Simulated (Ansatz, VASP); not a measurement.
## CdS in VASP and in Ansatz

The input INCAR:

```
SYSTEM = CdS
ALGO     = Normal         ! electronic algorithm
EDIFF    = 1E-6           ! SCF threshold, eV
ENCUT    = 520            ! plane-wave cutoff, eV
GGA      = PE             ! functional
ISIF     = 2              ! what is computed and relaxed
ISMEAR   = -1             ! smearing method
LASPH    = .True.         ! aspherical terms in the spheres
LCHARG   = .True.         ! write CHGCAR
LELF     = .True.         ! ELF
LREAL    = .False.        ! projectors in reciprocal space
LVHAR    = .True.       
LWAVE    = .False.        ! write WAVECAR
NBANDS   = 26             ! bands
NELM     = 100            ! most SCF steps
PREC     = Accurate       ! precision mode
SIGMA    = 0.02           ! smearing width, eV
```

The input KPOINTS:

```
k-points
0
Gamma
  12 12 4
  0 0 0
```

File POSCAR:

```
CdS
1.0
    4.1121470157      0.0000000000      0.0000000000
   -2.0560735078      3.5612237797      0.0000000000
    0.0000000000      0.0000000000      6.7659754197
Cd S
2 2
Direct
    0.3333333333      0.6666666667      0.0005890635
    0.6666666667      0.3333333333      0.5005890635
    0.3333333333      0.6666666667      0.3744109365
    0.6666666667      0.3333333333      0.8744109365
```

Input for Ansatz:

```yaml
crystal:
  lattice:
    - [4.1121470157, 0.0, 0.0]
    - [-2.0560735078, 3.5612237797, 0.0]
    - [0.0, 0.0, 6.7659754197]
  atoms:
    - { symbol: Cd, position: [0.3333333333, 0.6666666667, 0.0005890635] }
    - { symbol: Cd, position: [0.6666666667, 0.3333333333, 0.5005890635] }
    - { symbol: S, position: [0.3333333333, 0.6666666667, 0.3744109365] }
    - { symbol: S, position: [0.6666666667, 0.3333333333, 0.8744109365] }
kpoints:
  mp_grid: { grid: [12, 12, 4] }
  band_path:
    path:
      - [0.0, 0.0, 0.0]
      - [0.5, 0.0, 0.0]
      - [0.3333333333, 0.3333333333, 0.0]
      - [0.0, 0.0, 0.5]
      - [0.5, 0.0, 0.5]
      - [0.3333333333, 0.3333333333, 0.5]
    npoints: 1
hamiltonian:
  xc: pbe
scf:
  occupations: { method: fermi_dirac, width: 0.02 }
  n_extra_bands: 5
output:
  forces: true
  stress: true
  eigenvalues: true
```

Change from the starting cell: biaxial_xy strain -1.3%.

Alike in both runs: task single point; functional PBE; k mesh 12 × 12 × 4; occupations fermi-dirac, width 0.02 eV; no spin polarisation.

|  | VASP | Ansatz |
| --- | --- | --- |
| version | VASP 6.6.1 | Ansatz 0.2.0 |
| potentials or method | VASP PAW PBE potentials, release 64 (Cd, S) | plane waves, PAW |
| plane-wave cutoff (eV) | 520 | 420 |
| valence electrons in the cell | 36 | 52 |

```tsv
	VASP	Ansatz	Ansatz less VASP
gap on the k mesh at the Fermi level (eV)	1.21	1.21	-0.003
pressure (GPa)	3.3	3.0	-0.36
traceless stress, the component that is largest in VASP (GPa)	-0.32	-0.33	-0.002
```

VASP's potentials hold 36 valence electrons a cell and Ansatz's 52, so a difference there can come from the potentials and not from the codes.
